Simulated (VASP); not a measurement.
# Nb (Im-3m) in VASP: a series of runs

Runs on Nb. Level: PBE. Tasks: single point.

All numbers are computed with VASP 6.6.1; they aren't measurements. Logs are shortened: lines on timing, memory, paths and dates and some standing lists are left out, and cuts for length are marked.

### 1 The cell of the first run

It takes space group Im-3m (No. 229, cubic). Conventional cell: a = 3.328 Å, b = 3.328 Å, c = 3.328 Å, α = 90.00°, β = 90.00°, γ = 90.00°. Within 3.8 Å of Nb (site symmetry m-3m) lie 14 Nb at 2.88 to 3.33 Å.

### 2 Single point, PBE

File INCAR:

```
PREC = Accurate
ENCUT = 500
EDIFF = 1E-6
ISMEAR = 1
SIGMA = 0.05
LREAL = F
LASPH = T
NELM = 120
ALGO = Normal
ISIF = 2
LWAVE = F
LCHARG = F
GGA = PE
NBANDS = 12
GGA_COMPAT = F
```

File KPOINTS:

```
Automatic mesh
0
Gamma
  9 9 9
```

File POSCAR:

```
Nb
1.0
   -1.6639500000      1.6639500000      1.6639500000
    1.6639500000     -1.6639500000      1.6639500000
    1.6639500000      1.6639500000     -1.6639500000
Nb
1
Direct
    0.0000000000      0.0000000000      0.0000000000
```

Potentials or basis: VASP PAW PBE potentials, release 64 (Nb_sv).

Started as:

```bash
$ cat potpaw_PBE.64/Nb_sv/POTCAR > POTCAR
$ mpirun -np 1 vasp_std > vasp.out
```

OUTCAR:

```text
PREC = Accurate
   ENCUT = 500
   EDIFF = 1E-6
   ISMEAR = 1
   LREAL = F
   LASPH = T
   NELM = 120
   ISIF = 2
   GGA = PE

 ion  position               nearest neighbor table
   1  0.000  0.000  0.000-

  LATTYP: Found a body centered cubic cell.
 ALAT       =     3.3279000000

  Lattice vectors:

 A1 = (  -1.6639500000,   1.6639500000,   1.6639500000)
 A2 = (   1.6639500000,  -1.6639500000,   1.6639500000)
 A3 = (   1.6639500000,   1.6639500000,  -1.6639500000)

Analysis of symmetry for initial positions (statically):
=====================================================================
 Subroutine PRICEL returns:
 Original cell was already a primitive cell.

 Routine SETGRP: Setting up the symmetry group for a
 body centered cubic supercell.

 Subroutine GETGRP returns: Found 48 space group operations
 (whereof 48 operations were pure point group operations)
 out of a pool of 48 trial point group operations.

The static configuration has the point symmetry O_h .

Analysis of symmetry for dynamics (positions and initial velocities):
=====================================================================
 Subroutine PRICEL returns:
 Original cell was already a primitive cell.

 Routine SETGRP: Setting up the symmetry group for a
 body centered cubic supercell.

 Subroutine GETGRP returns: Found 48 space group operations
 (whereof 48 operations were pure point group operations)
 out of a pool of 48 trial point group operations.

The dynamic configuration has the point symmetry O_h .

 Subroutine INISYM returns: Found 48 space group operations
 (whereof 48 operations are pure point group operations),
 and found     1 'primitive' translations

----------------------------------------------------------------------------------------

                                     Primitive cell

  volume of cell :      18.4281

  direct lattice vectors                    reciprocal lattice vectors
    -1.663950000  1.663950000  1.663950000     0.000000000  0.300489798  0.300489798
     1.663950000 -1.663950000  1.663950000     0.300489798  0.000000000  0.300489798
     1.663950000  1.663950000 -1.663950000     0.300489798  0.300489798  0.000000000

  length of vectors
     2.882045941  2.882045941  2.882045941     0.424956748  0.424956748  0.424956748

  position of ions in fractional coordinates (direct lattice)
     0.000000000  0.000000000  0.000000000

  ion indices of the primitive-cell ions
   primitive index   ion index
                 1           1

----------------------------------------------------------------------------------------

 KPOINTS: Automatic mesh

Automatic generation of k-mesh.
 Grid dimensions read from file:
 generate k-points for:    9    9    9

 Generating k-lattice:

  Cartesian coordinates                     Fractional coordinates (reciprocal lattice)
     0.000000000  0.033387755  0.033387755     0.111111111  0.000000000  0.000000000
     0.033387755  0.000000000  0.033387755     0.000000000  0.111111111  0.000000000
     0.033387755  0.033387755  0.000000000     0.000000000  0.000000000  0.111111111

  Length of vectors
     0.047217416  0.047217416  0.047217416

  Shift w.r.t. Gamma in fractional coordinates (k-lattice)
     0.000000000  0.000000000  0.000000000

 Subroutine IBZKPT returns following result:
 ===========================================

 Found     35 irreducible k-points:

 Following reciprocal coordinates:
            Coordinates               Weight
  0.000000  0.000000  0.000000      1.000000
  0.111111  0.000000  0.000000     12.000000
  0.222222  0.000000  0.000000     12.000000
  0.333333  0.000000  0.000000     12.000000
  0.444444  0.000000  0.000000     12.000000
  0.111111  0.111111  0.000000     24.000000
[... 16 lines left out ...]
 -0.333333  0.444444  0.111111     48.000000
 -0.444444 -0.444444  0.111111     24.000000
 [... further k-points ...]
   k-points           NKPTS =     35   k-points in BZ     NKDIM =     35   number of bands    NBANDS=     12
   number of dos      NEDOS =    301   number of ions     NIONS =      1
   total plane-waves  NPLWV =  13824
   dimension x,y,z NGX =    24 NGY =   24 NGZ =   24
   dimension x,y,z NGXF=    48 NGYF=   48 NGZF=   48
   ions per type =               1
   NGX,Y,Z   is equivalent  to a cutoff of  13.84, 13.84, 13.84 a.u.
   NGXF,Y,Z  is equivalent  to a cutoff of  27.69, 27.69, 27.69 a.u.
 SYSTEM =  unknown system
   PREC   = accura    normal or accurate (medium, high low for compatibility)
   ISTART =      0    job   : 0-new  1-cont  2-samecut
   ICHARG =      2    charge: 1-file 2-atom 10-const
   ISPIN  =      1    spin polarized calculation?
   LNONCOLLINEAR =      F non collinear calculations
   LSORBIT =      F    spin-orbit coupling
   LASPH  =      T    aspherical Exc in radial PAW
   ENCUT  =  500.0 eV  36.75 Ry    6.06 a.u.   5.25  5.25  5.25*2*pi/ulx,y,z
   NELM   =    120;   NELMIN=  2; NELMDL= -5     # of ELM steps
   EDIFF  = 0.1E-05   stopping-criterion for ELM
   LREAL  =      F    real-space projection
   EDIFFG = 0.1E-04   stopping-criterion for IOM
   NSW    =      0    number of steps for IOM
   IBRION =     -1    ionic relax: 0-MD 1-quasi-New 2-CG
   NFREE  =      0    steps in history (QN), initial steepest desc. (CG)
   ISIF   =      2    stress and relaxation
   ISYM   =      2    0-nonsym 1-usesym 2-fastsym
   POTIM  = 0.5000    time-step for ionic-motion
   TEBEG  =    0.0;   TEEND  =   0.0 temperature during run
   PSTRESS=    0.0 pullay stress
   NELECT =      13.0000    total number of electrons
   NUPDOWN=      -1.0000    fix difference up-down
   EMIN   =  10.00;   EMAX   =-10.00  energy-range for DOS
   EFERMI =   0.00;   METHOD = LEGACY
   ISMEAR =     1;   SIGMA  =   0.05  broadening in eV -4-tet -1-fermi 0-gaus
   EFERMI_NEDOS =   21; number of points for ismear=-14 and -15
   IALGO  =     38    algorithm
   IMIX   =      4    mixing-type and parameters
     AMIX     =   0.40;   BMIX     =  1.00
     AMIX_MAG =   1.60;   BMIX_MAG =  1.00
  volume/ion in A,a.u.               =      18.43       124.36
  Fermi-wavevector in a.u.,A,eV,Ry     =   1.457345  2.753983 28.896790  2.123854
  Thomas-Fermi vector in A             =   2.574157
   LORBIT       =      0    0 simple, 1 ext, 2 COOP (PROOUT), +10 PAW based schemes
   GGA     = PE    functional components
   LHFCALC =     F    Hartree Fock is set to
   AEXX    =    0.0000 exact exchange contribution
   IVDW    =     0    specifies the selected vdW correction
   LEPSILON=     F    determine dielectric tensor
   LRPA    =     F    only Hartree local field effects (RPA)
 non-spin polarized calculation
 Methfessel and Paxton  Order N= 1 SIGMA  =   0.05
  energy-cutoff  :      500.00
  volume of cell :       18.43
 maximum number of plane-waves:       477
 NGX is ok and might be reduce to    24
   NGX = 11   NGY = 11   NGZ = 11

 number of electron      12.9999999 magnetization

 Free energy of the ion-electron system (eV)
  ---------------------------------------------------
  ext. energy  EPLUGINS =         0.00000000
  ---------------------------------------------------
  free energy    TOTEN  =       -10.22031596 eV

  energy without entropy =      -10.21930971  energy(sigma->0) =      -10.21998054

 E-fermi :  10.8390     XC(G=0): -12.3823

 val. band max:       10.8242730569   @ k =   0.3333   0.2222   0.0000
 cond. band min:      10.8630165196   @ k =  -0.2222   0.3333   0.1111
 fundamental gap:      0.0387434627
 Fermi energy:        10.8389721079

 k-point     1 :       0.0000    0.0000    0.0000
  band No.  band energies     occupation
      1     -43.5325      2.00000
      2     -18.8774      2.00000
      3     -18.8774      2.00000
      4     -18.8774      2.00000
      5       4.9632      2.00000
      6      11.2370     -0.00000
      7      11.2370     -0.00000
      8      11.2370     -0.00000
      9      14.0716      0.00000
     10      14.0716      0.00000
     11      25.0199      0.00000
     12      25.0199      0.00000

 k-point     2 :       0.1111    0.0000    0.0000
  band No.  band energies     occupation
      1     -43.5068      2.00000
      2     -19.0353      2.00000
      3     -18.9257      2.00000
      4     -18.8786      2.00000
      5       5.4465      2.00000
      6      10.9489     -0.00801
      7      11.1453     -0.00000
      8      11.7064     -0.00000
      9      13.6970      0.00000
     10      14.0788      0.00000
     11      25.3709      0.00000
     12      25.8620      0.00000

 k-point     3 :       0.2222    0.0000    0.0000
  band No.  band energies     occupation
      1     -43.4412      2.00000
      2     -19.4218      2.00000
      3     -19.0462      2.00000
      4     -18.8818      2.00000
      5       6.6005      2.00000
      6      10.3056      2.00000
      7      10.8003      1.96581
      8      13.0407      0.00000
      9      13.5058      0.00000
     10      14.1713      0.00000
     11      25.3821      0.00000
     12      26.8191      0.00000

 k-point     4 :       0.3333    0.0000    0.0000
  band No.  band energies     occupation
      1     -43.3655      2.00000
      2     -19.8410      2.00000
      3     -19.1800      2.00000
      4     -18.8856      2.00000
      5       7.3412      2.00000
      6       9.6824      2.00000
      7      11.2323     -0.00000
      8      13.8762      0.00000
      9      14.4239      0.00000
     10      14.9722      0.00000
     11      23.8827      0.00000
     12      24.9135      0.00000

 k-point     5 :       0.4444    0.0000    0.0000
  band No.  band energies     occupation
      1     -43.3155      2.00000
      2     -20.1045      2.00000
      3     -19.2655      2.00000
      4     -18.8881      2.00000
      5       7.2694      2.00000
      6       9.3206      2.00000
      7      12.6915      0.00000
      8      14.1175      0.00000
      9      14.7042      0.00000
     10      16.7452      0.00000
     11      22.5970      0.00000
     12      22.8814      0.00000
[... 228 lines left out ...]
      1     -43.3525      2.00000
      2     -19.6753      2.00000
      3     -19.2489      2.00000
      4     -19.0696      2.00000
      5       8.0112      2.00000
      6       9.9817      2.00000
      7      10.8630      0.28116
      8      12.3196      0.00000
      9      14.2018      0.00000
     10      15.3181      0.00000
     11      24.7192      0.00000
     12      27.1341      0.00000

 k-point    22 :      -0.4444    0.4444    0.1111
  band No.  band energies     occupation
      1     -43.2971      2.00000
      2     -20.0615      2.00000
      3     -19.3221      2.00000
      4     -18.9945      2.00000
      5       7.6547      2.00000
      6       9.8144      2.00000
      7      11.2767     -0.00000
      8      13.3043      0.00000
      9      16.1094      0.00000
     10      16.6410      0.00000
     11      22.6635      0.00000
     12      24.1444      0.00000

 k-point    23 :      -0.3333    0.4444    0.1111
  band No.  band energies     occupation
      1     -43.2939      2.00000
      2     -19.9146      2.00000
      3     -19.4079      2.00000
      4     -19.0781      2.00000
      5       8.3421      2.00000
      6       9.7168      2.00000
      7      10.6596      2.00000
      8      12.9955      0.00000
      9      15.1325      0.00000
     10      17.0703      0.00000
     11      23.2361      0.00000
     12      25.5568      0.00000

 k-point    24 :      -0.4444   -0.4444    0.1111
  band No.  band energies     occupation
      1     -43.2705      2.00000
      2     -20.0089      2.00000
      3     -19.4722      2.00000
      4     -19.0774      2.00000
      5       8.1883      2.00000
      6      10.0537      2.00000
      7      10.4082      2.00000
      8      13.1148      0.00000
      9      15.8644      0.00000
     10      18.6469      0.00000
     11      21.7931      0.00000
     12      24.4506      0.00000

 [... further k-points ...]

------------------------ aborting loop because EDIFF is reached ----------------------------------------

  FORCE on cell =-STRESS in cart. coord.  units (eV):
  Direction    XX          YY          ZZ          XY          YZ          ZX
  --------------------------------------------------------------------------------------
  -------------------------------------------------------------------------------------
  Total       -0.3764220     -0.3764220     -0.3764220      0.0000000      0.0000000      0.0000000
  in kB      -32.7268939    -32.7268939    -32.7268939      0.0000000      0.0000000      0.0000000
  external PRESSURE =     -32.7268939 kB  Pullay stress =       0.0000000 kB

 VOLUME and BASIS-vectors are now :
 -----------------------------------------------------------------------------
  energy-cutoff  :      500.00
  volume of cell :       18.43
      direct lattice vectors                 reciprocal lattice vectors
    -1.663950000  1.663950000  1.663950000     0.000000000  0.300489798  0.300489798
     1.663950000 -1.663950000  1.663950000     0.300489798  0.000000000  0.300489798
     1.663950000  1.663950000 -1.663950000     0.300489798  0.300489798  0.000000000

 POSITION                                       TOTAL-FORCE (eV/Angst)
 -----------------------------------------------------------------------------------
      0.00000      0.00000      0.00000         0.000000     -0.000000     -0.000000
 -----------------------------------------------------------------------------------
    total drift:                                0.000000      0.000000      0.000000

  FREE ENERGIE OF THE ION-ELECTRON SYSTEM (eV)
  ---------------------------------------------------
  free  energy   TOTEN  =       -10.2203159598 eV

  energy  without entropy=      -10.2193097125  energy(sigma->0) =      -10.21998054
```

It took 3.4 s on 1 thread of Intel Xeon 6975P-C (Granite Rapids), shared host; peak memory 0.13 GiB.

Results:

| Item | Value |
| --- | --- |
| Free energy | -10.2203 eV |
| Pressure | -3.3 GPa |

Levels at points of the mesh, in eV from the Fermi level:
```tsv
k point	band 2	band 3	band 4	band 5	band 6	band 7	band 8	band 9	band 10	band 11
(0.00, 0.00, 0.00)	-29.72	-29.72	-29.72	-5.88	0.40	0.40	0.40	3.23	3.23	14.18
```

### 3 Single point, PBE

File INCAR:

```
PREC     = Accurate       # precision mode
ENCUT    = 500            # plane-wave cutoff, eV
EDIFF    = 1E-6           # SCF threshold, eV
ISMEAR   = -1             # smearing method
SIGMA    = 0.05           # smearing width, eV
LREAL    = F              # projectors in reciprocal space
LASPH    = T              # aspherical terms in the spheres
NELM     = 120            # most SCF steps
ALGO     = Normal         # electronic algorithm
ISIF     = 2              # what is computed and relaxed
LWAVE    = F              # write WAVECAR
LCHARG   = F              # write CHGCAR
GGA      = PE             # functional
NBANDS   = 12             # bands
GGA_COMPAT= F
```

File KPOINTS:

```
Automatic mesh
0
Gamma
  10 10 10
```

POSCAR is that of step 2.

Potentials or basis: VASP PAW PBE potentials, release 64 (Nb_sv).

Started as:

```bash
$ cat potpaw_PBE.64/Nb_sv/POTCAR > POTCAR
$ mpirun -np 1 vasp_std > vasp.out
```

Wall time 4.1 s (1 thread of Intel Xeon 6975P-C (Granite Rapids), shared host); peak memory 0.14 GiB.

Results (log left out):

```yaml
Free_energy: -10.1978 eV
Pressure: -2.6 GPa
```

Levels at points of the mesh, in eV from the Fermi level:
```csv
k point,band 3,band 4,band 5,band 6,band 7,band 8,band 9,band 10
"(0.00, 0.00, 0.00)",-29.76,-29.76,-5.92,0.35,0.35,0.35,3.19,3.19
"(0.50, 0.00, 0.00)",-30.16,-29.77,-3.65,-1.61,2.15,3.20,3.87,6.17
"(0.50, 0.50, 0.50)",-30.63,-30.63,-3.61,-3.61,5.43,5.43,5.43,8.86
```
